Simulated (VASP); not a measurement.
A run of VASP 6.6.1 is set up as follows.

INCAR

```
SYSTEM = W4N
PREC = Accurate
ENCUT = 520
EDIFF = 1E-6
ISMEAR = 0
SIGMA = 0.1
LREAL = .False.
LASPH = .True.
NELM = 60
ALGO = Normal
ISIF = 2
LWAVE = .False.
LCHARG = .True.
GGA = PE
LELF = .True.
LVHAR = .True.
NBANDS = 72
```

KPOINTS

```
regular mesh
0
Gamma
  4 4 4
  0 0 0
```

Contents of POSCAR:

```
W4N
1.0
    4.6528072604     -2.1271978457     -0.0102792569
    4.6528072604      2.1271978457     -0.0102792569
   -3.4180110895      0.0000000000      7.0326052033
W N
8 2
Direct
    0.3605173155      0.3605173155      0.5763662314
    0.1337429633      0.1337429633      0.1848008829
    0.8895688807      0.8895688807      0.3052843142
    0.8662570367      0.8662570367      0.8151991171
    0.1104311193      0.1104311193      0.6947156858
    0.6239531649      0.6239531649      0.9543970776
    0.6394826845      0.6394826845      0.4236337686
    0.3760468351      0.3760468351      0.0456029224
    0.6115299125      0.6115299125      0.6794930307
    0.3884700875      0.3884700875      0.3205069693
```

Potentials or basis: VASP PAW PBE potentials, release 64 (W_sv, N).

The run is started by

```console
$ cat potpaw_PBE.64/W_sv/POTCAR potpaw_PBE.64/N/POTCAR > POTCAR
$ mpirun -np 1 vasp_std > vasp.out
```

(1) Estimate the pressure.

(2) What does it give for the band gap on the k mesh?

Answers

(1) 0.8 GPa.

(2) zero (bands 61 and 62 overlap by 0.96 eV).

Caveat: the k points lie up to 0.41 Å⁻¹ apart, too coarse for converged energies and pressures of a metal; spin-orbit coupling is left out, which moves the levels of the heavy elements.
